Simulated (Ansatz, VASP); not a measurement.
# RuCl2 in VASP and in Ansatz

The input INCAR:

```
PREC = Accurate
ENCUT = 520
EDIFF = 1E-6
ISMEAR = 0
SIGMA = 0.05
LREAL = False
LASPH = True
NELM = 150
ALGO = Normal
ISIF = 2
LWAVE = False
LCHARG = False
ISPIN = 2
MAGMOM = 1 -0.5 0 0 0 0
LORBIT = 11
LMAXMIX = 4
GGA = PS
NBANDS = 41
```

Contents of KPOINTS:

```
regular mesh
0
Gamma
  6 6 2
```

POSCAR

```
RuCl2
1.0
    3.5496909800      0.0000000000      0.0000000000
   -1.7748454900      3.0741225600      0.0000000000
    0.0000000000      0.0000000000     11.4527765400
Ru Cl
2 4
Direct
    0.0000000000      0.0000000000      0.0000000000
    0.0000000000      0.0000000000      0.5000000000
    0.3333333333      0.6666666667      0.1260000000
    0.3333333333      0.6666666667      0.6260000000
    0.6666666667      0.3333333333      0.3740000000
    0.6666666667      0.3333333333      0.8740000000
```

The input input.yaml:

```yaml
crystal:
  lattice:
    - [3.54969098, 0.0, 0.0]
    - [-1.77484549, 3.07412256, 0.0]
    - [0.0, 0.0, 11.45277654]
  atoms:
    - { symbol: Ru, position: [0.0, 0.0, 0.0], spin: 1.0 }
    - { symbol: Ru, position: [0.0, 0.0, 0.5], spin: -0.5 }
    - { symbol: Cl, position: [0.3333333333, 0.6666666667, 0.126] }
    - { symbol: Cl, position: [0.3333333333, 0.6666666667, 0.626] }
    - { symbol: Cl, position: [0.6666666667, 0.3333333333, 0.374] }
    - { symbol: Cl, position: [0.6666666667, 0.3333333333, 0.874] }
hamiltonian:
  xc: pbesol
  pseudopotentials: { kind: paw }
magnetization:
  spin_polarized: true
kpoints:
  mp_grid: { grid: [6, 6, 2] }
scf:
  occupations: { method: gaussian, width: 0.05 }
output:
  forces: true
  stress: true
  eigenvalues: true
```

Alike in both runs: task single point; functional PBEsol; k mesh 6 × 6 × 2; occupations gaussian, width 0.05 eV; collinear spin.

|  | VASP | Ansatz |
| --- | --- | --- |
| version | VASP 6.6.1 | Ansatz 0.2.0 |
| potentials or method | VASP PAW PBE potentials, release 64 (Ru_pv, Cl) | Ansatz PAW |
| plane-wave cutoff (eV) | 520 | 420 |
| valence electrons in the cell | 56 | 60 |

```csv
,VASP,Ansatz,Ansatz less VASP
gap on the k mesh at the Fermi level (eV),0.58,0.58,+0.002
least direct gap on the mesh (eV),0.71,0.71,+0.001
pressure (GPa),-10.5,-10.4,+0.02
"traceless stress, the component that is largest in VASP (GPa)",-3.12,-3.15,-0.029
rms of the force components (eV/Å),0.928,0.934,+0.0055
net moment per atom (μB),0.00,0.00,0.000
```

VASP's potentials were made for PBE, not for PBEsol. Atom by atom the forces differ by 0.005 eV/Å (rms over components). VASP's potentials hold 56 valence electrons a cell and Ansatz's 60, so a difference there can come from the potentials and not from the codes.
